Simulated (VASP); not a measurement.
Crystal: PbO.

```
Pb O
1.0
     3.17937    0.00000    0.00000
     0.00000    3.17937    0.00000
     0.00000    0.00000    3.17937
Pb O
1 1
Direct
  0.00000 0.00000 0.00000
  0.50000 0.50000 0.50000
```

Base run:

- Program: VASP 6.6.1
- Functional: r2SCAN
- Potentials or basis: VASP PAW PBE potentials, release 64 (Pb_d, O)
- Cutoff: 520 eV
- k mesh: 8 × 8 × 8
- Occupations: fermi-dirac, width 0.02 eV
- Spin: no spin polarisation

Its results: band gap on the k mesh 0.41 eV, indirect (least direct gap 0.46 eV); pressure 0.2 GPa.

Q: The run is repeated on the same cell with these changes: functional from r2SCAN to PBE. What comes out?

A: Band gap on the k mesh 0.40 eV, indirect (least direct gap 0.77 eV); pressure 3.2 GPa.

Caveats: spin-orbit coupling is left out, which moves the levels of the heavy elements; the PAW data sets were made with another functional, which shifts forces and pressure a little (some runs).

A k mesh can miss the band edges.
